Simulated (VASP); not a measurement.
# Fe2Ge (P6_3/mmc) in VASP: further runs

Runs on Fe2Ge. Level: PBEsol. Tasks: single point.

Everything below comes from runs of VASP 6.6.1. Logs are shortened: lines on timing, memory, paths and dates and some standing lists are left out, and cuts for length are marked.

### Step 1. The cell of the first run

It takes space group P6_3/mmc (No. 194, hexagonal). The conventional cell has a = 4.187 Å, b = 4.187 Å, c = 5.075 Å, α = 90.00°, β = 90.00°, γ = 120.00°. Within 3.3 Å of Fe (site symmetry -3m) lie 8 Fe at 2.54 to 2.73 Å and 6 Ge at 2.73 Å. Fe (site symmetry -6m2) has 5 Ge at 2.42 to 2.54 Å and 6 Fe at 2.73 Å within 3.2 Å. Within 3.2 Å of Ge (site symmetry -6m2) lie 11 Fe at 2.42 to 2.73 Å.

### Step 2. Single point, PBEsol, collinear spin, ferromagnetic start

INCAR

```
SYSTEM = Fe2Ge
  PREC = Accurate
  ENCUT = 520
  EDIFF = 1E-7
  ISMEAR = 0
  SIGMA = 0.1
  LREAL = .FALSE.
  LASPH = .TRUE.
  NELM = 150
  ALGO = Normal
  ISIF = 2
  LWAVE = .FALSE.
  LCHARG = .TRUE.
  ISPIN = 2
  MAGMOM = 2.4 2.4 2.4 2.4 0 0
  LORBIT = 11
  LMAXMIX = 4
  GGA = PS
  LELF = .TRUE.
  LVHAR = .TRUE.
  NBANDS = 43
```

KPOINTS

```
regular mesh
0
G
  8 8 6
  0 0 0
```

POSCAR

```
Fe2Ge
1.0
    4.1872561053      0.0000000000      0.0000000000
   -2.0936229868      3.6262697434      0.0000000000
    0.0000000000      0.0000000000      5.0746621639
Fe Ge
4 2
Direct
    0.0000000000      0.0000000000      0.0000000000
    0.0000000000      0.0000000000      0.5000000000
    0.6666666667      0.3333333333      0.7500000000
    0.3333333333      0.6666666667      0.2500000000
    0.6666666667      0.3333333333      0.2500000000
    0.3333333333      0.6666666667      0.7500000000
```

Potentials or basis: VASP PAW PBE potentials, release 64 (Fe, Ge_d).

Command:

```
> cat potpaw_PBE.64/Fe/POTCAR potpaw_PBE.64/Ge_d/POTCAR > POTCAR
> mpirun -np 1 vasp_std > vasp.out
```

OUTCAR:

```text
SYSTEM = Fe2Ge
   PREC = Accurate
   ENCUT = 520
   EDIFF = 1E-7
   ISMEAR = 0
   LREAL = .FALSE.
   LASPH = .TRUE.
   NELM = 150
   ISIF = 2
   ISPIN = 2
   LORBIT = 11
   GGA = PS

 ion  position               nearest neighbor table
   1  0.000  0.000  0.000-   2 2.54   2 2.54   4 2.73   5 2.73   6 2.73   3 2.73   4 2.73   6 2.73
                             3 2.73   5 2.73   3 2.73   5 2.73   4 2.73   6 2.73
   2  0.000  0.000  0.500-   1 2.54   1 2.54   4 2.73   5 2.73   6 2.73   3 2.73   4 2.73   6 2.73
                             3 2.73   5 2.73   3 2.73   5 2.73   4 2.73   6 2.73
   3  0.667  0.333  0.750-   6 2.42   6 2.42   6 2.42   5 2.54   5 2.54   1 2.73   2 2.73   1 2.73
                             2 2.73   1 2.73   2 2.73
   4  0.333  0.667  0.250-   5 2.42   5 2.42   5 2.42   6 2.54   6 2.54   1 2.73   2 2.73   2 2.73
                             1 2.73   2 2.73   1 2.73
   5  0.667  0.333  0.250-   4 2.42   4 2.42   4 2.42   3 2.54   3 2.54   1 2.73   2 2.73   1 2.73
                             2 2.73   1 2.73   2 2.73
   6  0.333  0.667  0.750-   3 2.42   3 2.42   3 2.42   4 2.54   4 2.54   1 2.73   2 2.73   2 2.73
                             1 2.73   2 2.73   1 2.73

  LATTYP: Found a hexagonal cell.
 ALAT       =     4.1872561053
 C/A-ratio  =     1.2119302083

  Lattice vectors:

 A1 = (   4.1872561053,   0.0000000000,   0.0000000000)
 A2 = (  -2.0936229868,   3.6262697434,   0.0000000000)
 A3 = (   0.0000000000,   0.0000000000,   5.0746621639)

Analysis of symmetry for initial positions (statically):
=====================================================================
 Subroutine PRICEL returns:
 Original cell was already a primitive cell.

 Routine SETGRP: Setting up the symmetry group for a
 hexagonal supercell.

 Subroutine GETGRP returns: Found 24 space group operations
 (whereof 12 operations were pure point group operations)
 out of a pool of 24 trial point group operations.

The static configuration has the point symmetry D_3d.
 The point group associated with its full space group is D_6h.

Analysis of symmetry for dynamics (positions and initial velocities):
=====================================================================
 Subroutine PRICEL returns:
 Original cell was already a primitive cell.

 Routine SETGRP: Setting up the symmetry group for a
 hexagonal supercell.

 Subroutine GETGRP returns: Found 24 space group operations
 (whereof 12 operations were pure point group operations)
 out of a pool of 24 trial point group operations.

The dynamic configuration has the point symmetry D_3d.
 The point group associated with its full space group is D_6h.

Analysis of structural, dynamic, and magnetic symmetry:
[... 159 lines left out ...]
 number of electron      59.9999968 magnetization       8.1300720

 Free energy of the ion-electron system (eV)
  ---------------------------------------------------
  ext. energy  EPLUGINS =         0.00000000
  ---------------------------------------------------
  free energy    TOTEN  =       -45.82114646 eV

  energy without entropy =      -45.78813576  energy(sigma->0) =      -45.80464111

 E-fermi :   7.1373     XC(G=0): -12.8930

 val. band max:        7.1343244612   @ k =   0.0000   0.0000   0.1667
 cond. band min:       7.1446238915   @ k =   0.3750   0.1250   0.3333
 fundamental gap:      0.0102994303
 Fermi energy:         7.1373143217

 spin component 1

 k-point     1 :       0.0000    0.0000    0.0000
  band No.  band energies     occupation
      1     -17.4428      1.00000
      2     -17.4367      1.00000
      3     -17.4135      1.00000
      4     -17.4135      1.00000
      5     -17.3946      1.00000
      6     -17.3946      1.00000
[... 1069 lines left out ...]
     41      14.8103      0.00000
     42      15.2748      0.00000

 [... further k-points ...]

 spin component 2

 k-point     1 :       0.0000    0.0000    0.0000
  band No.  band energies     occupation
      1     -17.4576      1.00000
      2     -17.4515      1.00000
      3     -17.4328      1.00000
      4     -17.4328      1.00000
      5     -17.4084      1.00000
      6     -17.4084      1.00000
[... 1069 lines left out ...]
     41      15.2339      0.00000
     42      15.7162      0.00000

 [... further k-points ...]

 [bands above 42 left out]

------------------------ aborting loop because EDIFF is reached ----------------------------------------

  FORCE on cell =-STRESS in cart. coord.  units (eV):
  Direction    XX          YY          ZZ          XY          YZ          ZX
  --------------------------------------------------------------------------------------
  -------------------------------------------------------------------------------------
  Total       -6.4972027     -6.4972012     -6.4177737     -0.0000091     -0.0000000      0.0000000
  in kB     -135.0952973   -135.0952663   -133.4437437     -0.0001887     -0.0000000      0.0000000
  external PRESSURE =    -134.5447691 kB  Pullay stress =       0.0000000 kB

 VOLUME and BASIS-vectors are now :
 -----------------------------------------------------------------------------
  energy-cutoff  :      520.00
  volume of cell :       77.05
      direct lattice vectors                 reciprocal lattice vectors
     4.187256105  0.000000000  0.000000000     0.238819880  0.137882404  0.000000000
    -2.093622987  3.626269743  0.000000000     0.000000000  0.275765475  0.000000000
     0.000000000  0.000000000  5.074662164     0.000000000  0.000000000  0.197057453

 POSITION                                       TOTAL-FORCE (eV/Angst)
 -----------------------------------------------------------------------------------
      0.00000      0.00000      0.00000         0.000000      0.000000      0.000000
      0.00000      0.00000      2.53733         0.000000      0.000000      0.000000
      2.09363      1.20876      3.80600        -0.000000      0.000000      0.000000
      0.00000      2.41751      1.26867         0.000000     -0.000000      0.000000
      2.09363      1.20876      1.26867         0.000000     -0.000000      0.000000
      0.00000      2.41751      3.80600        -0.000000      0.000000      0.000000
 -----------------------------------------------------------------------------------
    total drift:                                0.000000     -0.000000      0.000000

  FREE ENERGIE OF THE ION-ELECTRON SYSTEM (eV)
  ---------------------------------------------------
  free  energy   TOTEN  =       -45.8211464604 eV

  energy  without entropy=      -45.7881357596  energy(sigma->0) =      -45.80464111

 total charge

# of ion       s       p       d       tot
------------------------------------------
    1        0.379   0.442   6.233   7.053
    2        0.379   0.442   6.233   7.053
    3        0.407   0.459   6.427   7.293
    4        0.407   0.459   6.427   7.293
    5        1.086   1.272  10.093  12.451
    6        1.086   1.272  10.093  12.451
--------------------------------------------------
tot          3.744   4.345  45.505  53.594

 magnetization (x)

# of ion       s       p       d       tot
------------------------------------------
    1       -0.001   0.001   2.481   2.481
    2       -0.001   0.001   2.481   2.481
    3        0.011   0.000   1.661   1.672
    4        0.011   0.000   1.661   1.672
    5       -0.007  -0.086   0.003  -0.089
    6       -0.007  -0.086   0.003  -0.089
--------------------------------------------------
tot          0.006  -0.168   8.290   8.129
```

OSZICAR:

```text
N       E                     dE             d eps       ncg     rms          rms(c)
DAV:   1     0.560644354255E+03    0.56064E+03   -0.25454E+04  8037   0.324E+03
DAV:   2     0.489222699441E+02   -0.51172E+03   -0.48202E+03  6880   0.668E+02
[... 10 lines left out ...]
DAV:  13    -0.458213477068E+02   -0.68173E-03   -0.28210E-03  9287   0.709E-01    0.354E-01
DAV:  14    -0.458211856192E+02    0.16209E-03   -0.80705E-04  9206   0.372E-01    0.165E-01
DAV:  15    -0.458211469888E+02    0.38630E-04   -0.26165E-04 10110   0.207E-01    0.387E-02
DAV:  16    -0.458211470947E+02   -0.10587E-06   -0.76078E-05  7557   0.934E-02    0.265E-02
DAV:  17    -0.458211467454E+02    0.34926E-06   -0.51637E-06  8629   0.289E-02    0.131E-02
DAV:  18    -0.458211465337E+02    0.21175E-06   -0.13951E-06  6751   0.126E-02    0.334E-03
DAV:  19    -0.458211464604E+02    0.73298E-07   -0.12300E-07  4033   0.364E-03
   1 F= -.45821146E+02 E0= -.45804641E+02  d E =-.330107E-01  mag=     8.1301
```

Run time: 2.2 min. Hardware: 1 thread of Intel Xeon 6975P-C (Granite Rapids), shared host; peak memory 0.34 GiB.

What came out:

```yaml
Free_energy: -45.8211 eV
Pressure: -13.5 GPa
Net_moment: 8.13 μB per cell
Site_moments: Fe +2.48, +1.67 (each value once); Ge -0.09 μB
Valence_electrons_inside_the_program's_atomic_spheres: Fe 7.05, 7.29 (each value once); Ge 12.45
```

Stress tensor (GPa, compression positive):
```
-13.51   0.00   0.00
  0.00 -13.51   0.00
  0.00   0.00 -13.34
```

Levels at points of the mesh, in eV from the Fermi level:
Spin up:
| k point | band 32 | band 33 | band 34 | band 35 | band 36 | band 37 |
| --- | --- | --- | --- | --- | --- | --- |
| (0.00, 0.00, 0.00) | -0.64 | -0.09 | 1.78 | 2.38 | 2.38 | 2.69 |
| (0.50, 0.00, 0.00) | -1.06 | -0.82 | -0.74 | -0.69 | 0.63 | 1.57 |
| (0.00, 0.00, 0.50) | -1.14 | 1.09 | 1.09 | 2.99 | 2.99 | 2.99 |
| (0.50, 0.00, 0.50) | -1.51 | -0.83 | -0.83 | 0.83 | 0.83 | 2.26 |
Spin down:
| k point | band 23 | band 24 | band 25 | band 26 | band 27 | band 28 | band 29 | band 30 |
| --- | --- | --- | --- | --- | --- | --- | --- | --- |
| (0.00, 0.00, 0.00) | -0.09 | -0.09 | -0.06 | 0.46 | 0.67 | 0.67 | 0.88 | 0.88 |
| (0.50, 0.00, 0.00) | -0.72 | -0.64 | -0.63 | -0.60 | -0.08 | 0.16 | 0.46 | 0.68 |
| (0.00, 0.00, 0.50) | -0.42 | -0.42 | 0.55 | 0.55 | 0.55 | 0.55 | 0.76 | 0.76 |
| (0.50, 0.00, 0.50) | -0.76 | -0.76 | -0.28 | -0.28 | 0.20 | 0.20 | 0.21 | 0.21 |

Caveat: the cell stands under tension; the PAW data sets were made with another functional, which shifts forces and pressure a little.

### Step 3. Single point, PBEsol, collinear spin, ferromagnetic start

This run uses another cell than the first one, of 13.34 Å³/atom.

INCAR

```
PREC = Accurate ; ENCUT = 520
EDIFF = 1E-7 ; ISMEAR = 0
SIGMA = 0.1 ; LREAL = False
LASPH = True ; NELM = 150
ALGO = Normal ; ISIF = 2
LWAVE = False ; LCHARG = True
ISPIN = 2 ; MAGMOM = 2.4 2.4 2.4 2.4 0 0
LORBIT = 11 ; LMAXMIX = 4
GGA = PS ; LELF = True
LVHAR = True ; NBANDS = 43
```

KPOINTS

```
Automatic mesh
0
Gamma
  8 8 6
```

POSCAR: that of step 2 with these lines changed.

```diff
@@ -2,5 +2,5 @@
 1.0
-    4.1872561053      0.0000000000      0.0000000000
-   -2.0936229868      3.6262697434      0.0000000000
-    0.0000000000      0.0000000000      5.0746621639
+    4.2402649744      0.0000000000      0.0000000000
+   -2.1201273573      3.6721767654      0.0000000000
+    0.0000000000      0.0000000000      5.1389052138
 Fe Ge
```

Potentials or basis: VASP PAW PBE potentials, release 64 (Fe, Ge_d).

Command:

```
> cat potpaw_PBE.64/Fe/POTCAR potpaw_PBE.64/Ge_d/POTCAR > POTCAR
> mpirun -np 1 vasp_std > vasp.out
```

OUTCAR:

```text
PREC = Accurate
   ENCUT = 520
   EDIFF = 1E-7
   ISMEAR = 0
   LREAL = False
   LASPH = True
   NELM = 150
   ISIF = 2
   ISPIN = 2
   LORBIT = 11
   GGA = PS

 ion  position               nearest neighbor table
   1  0.000  0.000  0.000-   2 2.57   2 2.57   4 2.76   5 2.76   6 2.76   3 2.76   4 2.76   6 2.76
                             3 2.76   5 2.76   3 2.76   5 2.76   4 2.76   6 2.76
   2  0.000  0.000  0.500-   1 2.57   1 2.57   4 2.76   5 2.76   6 2.76   3 2.76   4 2.76   6 2.76
                             3 2.76   5 2.76   3 2.76   5 2.76   4 2.76   6 2.76
   3  0.667  0.333  0.750-   6 2.45   6 2.45   6 2.45   5 2.57   5 2.57   1 2.76   2 2.76   1 2.76
                             2 2.76   1 2.76   2 2.76
   4  0.333  0.667  0.250-   5 2.45   5 2.45   5 2.45   6 2.57   6 2.57   1 2.76   2 2.76   2 2.76
                             1 2.76   2 2.76   1 2.76
   5  0.667  0.333  0.250-   4 2.45   4 2.45   4 2.45   3 2.57   3 2.57   1 2.76   2 2.76   1 2.76
[... 2415 lines left out ...]
      0.00000      2.44812      1.28473         0.000000     -0.000000      0.000000
      2.12013      1.22406      1.28473        -0.000000      0.000000      0.000000
      0.00000      2.44812      3.85418         0.000000      0.000000      0.000000
 -----------------------------------------------------------------------------------
    total drift:                               -0.000000      0.000000     -0.000000

  FREE ENERGIE OF THE ION-ELECTRON SYSTEM (eV)
  ---------------------------------------------------
  free  energy   TOTEN  =       -45.5416963799 eV

  energy  without entropy=      -45.5087323427  energy(sigma->0) =      -45.52521436

 total charge

# of ion       s       p       d       tot
------------------------------------------
    1        0.367   0.415   6.209   6.992
    2        0.367   0.415   6.209   6.992
    3        0.397   0.435   6.378   7.210
    4        0.397   0.435   6.378   7.210
    5        1.087   1.240  10.080  12.407
    6        1.087   1.240  10.080  12.407
--------------------------------------------------
tot          3.703   4.181  45.334  53.217

 magnetization (x)

# of ion       s       p       d       tot
------------------------------------------
    1       -0.002   0.002   2.558   2.558
    2       -0.002   0.002   2.558   2.558
    3        0.014   0.004   1.858   1.876
    4        0.014   0.004   1.858   1.876
    5       -0.006  -0.089   0.003  -0.092
    6       -0.006  -0.089   0.003  -0.092
--------------------------------------------------
tot          0.012  -0.166   8.838   8.684
```

Wall time 2.1 min (1 thread of Intel Xeon 6975P-C (Granite Rapids), shared host); peak memory 0.35 GiB.

What came out:

```
Free energy                                           : -45.5417 eV
Pressure                                              : -16.8 GPa
Net moment                                            : 8.68 μB per cell
Site moments                                          : Fe +2.56, +1.88 (each value once); Ge -0.09 μB
Valence electrons inside the program's atomic spheres : Fe 6.99, 7.21 (each value once); Ge 12.41
```

Stress tensor (GPa, compression positive):
```
-16.87   0.00   0.00
  0.00 -16.87   0.00
  0.00   0.00 -16.77
```

Caveat: the cell stands under tension; the PAW data sets were made with another functional, which shifts forces and pressure a little.
